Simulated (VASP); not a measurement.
Write the native input for VASP 6.6.1 that does the following.

- Task: single point
- Functional: PBEsol
- Dispersion: D3(BJ)
- Potentials or basis: VASP PAW PBE potentials, release 64 (Ge_d)
- Cutoff: 520 eV
- k mesh: 12 × 12 × 12
- Occupations: fermi-dirac, width 0.05 eV
- Spin: no spin polarisation
- Dipole correction: no
- Further INCAR settings: ALGO = Normal; EDIFF = 1e-06; NBANDS = 13

The structure of Ge lies in POSCAR:

```
Ge
1.0
   -1.6321145498      1.6321145498      1.6324211058
    1.6321145498     -1.6321145498      1.6324211058
    1.6321145498      1.6321145498     -1.6324211058
Ge
1
Direct
    0.5000000000      0.5000000000      0.0000000000
```

The input as run:

INCAR

```
SYSTEM = Ge
  ALGO = Normal
  EDIFF = 1E-6
  ENCUT = 520
  GGA = PS
  ISIF = 2
  ISMEAR = -1
  IVDW = 12
  LASPH = .True.
  LCHARG = .True.
  LELF = .True.
  LREAL = .False.
  LVHAR = .True.
  LWAVE = .False.
  NBANDS = 13
  NELM = 100
  PREC = Accurate
  SIGMA = 0.05
```

KPOINTS

```
k-points
0
Gamma
  12 12 12
  0 0 0
```

Potentials or basis: VASP PAW PBE potentials, release 64 (Ge_d).

Command:

```bash
$ cat potpaw_PBE.64/Ge_d/POTCAR > POTCAR
$ mpirun -np 1 vasp_std > vasp.out
```

Results of the run:

| Item | Value |
| --- | --- |
| Pressure | 0.0 GPa |
| Band gap on the k mesh | zero (band 7 reaches 17.57 eV, above the bottom of band 8 at 4.19 eV) |
| Dispersion energy per atom | -0.356 eV |

Caveat: the PAW data sets were made with another functional, which shifts forces and pressure a little; pairwise dispersion overbinds metals, which lowers pressure and volume.

Wall time 15 s on 1 thread of AMD EPYC 9R45 96-Core Processor (Zen 5), on a shared host, peak memory 0.14 GiB.
